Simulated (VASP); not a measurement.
A run of VASP 6.6.1 is set up as follows.

Contents of INCAR:

```
ALGO = Normal ; EDIFF = 1E-6
ENCUT = 520 ; GGA = CA
ISIF = 2 ; ISMEAR = -1
LASPH = True ; LCHARG = False
LREAL = False ; LWAVE = False
NBANDS = 70 ; NELM = 100
PREC = Accurate ; SIGMA = 0.05
```

KPOINTS

```
k-points
0
Gamma
  4 4 4
```

The input POSCAR:

```
InPtSe
1.0
    6.1638417222      0.0000000000      0.0000000000
    0.0000000000      6.1638417222      0.0000000000
    0.0000000000      0.0000000000      6.1638417222
Pt In Se
4 4 4
Direct
   -0.0173098580     -0.0173098580     -0.0173098580
    0.5173098580      1.0173098580      0.4826901420
    0.4826901420      0.5173098580      1.0173098580
    1.0173098580      0.4826901420      0.5173098580
    0.6285553874      0.6285553874      0.6285553874
    0.8714446126      0.3714446126      0.1285553874
    0.1285553874      0.8714446126      0.3714446126
    0.3714446126      0.1285553874      0.8714446126
    0.3763267422      0.3763267422      0.3763267422
    0.1236732578      0.6236732578      0.8763267422
    0.8763267422      0.1236732578      0.6236732578
    0.6236732578      0.8763267422      0.1236732578
```

Potentials or basis: VASP PAW LDA potentials, release 64 (Pt, In_d, Se).

Run with:

```sh
$ cat potpaw_LDA.64/Pt/POTCAR potpaw_LDA.64/In_d/POTCAR potpaw_LDA.64/Se/POTCAR > POTCAR
$ mpirun -np 1 vasp_std > vasp.out
```

Problem. Estimate the largest force.

Solution. 0.016 eV/Å.

Problem. Predict the pressure.

Solution. 5.4 GPa.

Forces in eV/Å, atoms in the order of the input:
```
Pt   0.002  0.002  0.002
Pt  -0.002 -0.002  0.002
Pt   0.002 -0.002 -0.002
Pt  -0.002  0.002 -0.002
In  -0.009 -0.009 -0.009
In   0.009  0.009 -0.009
In  -0.009  0.009  0.009
In   0.009 -0.009  0.009
Se   0.009  0.009  0.009
Se  -0.009 -0.009  0.009
Se   0.009 -0.009 -0.009
Se  -0.009  0.009 -0.009
```

Caveat: the cell stands under pressure.
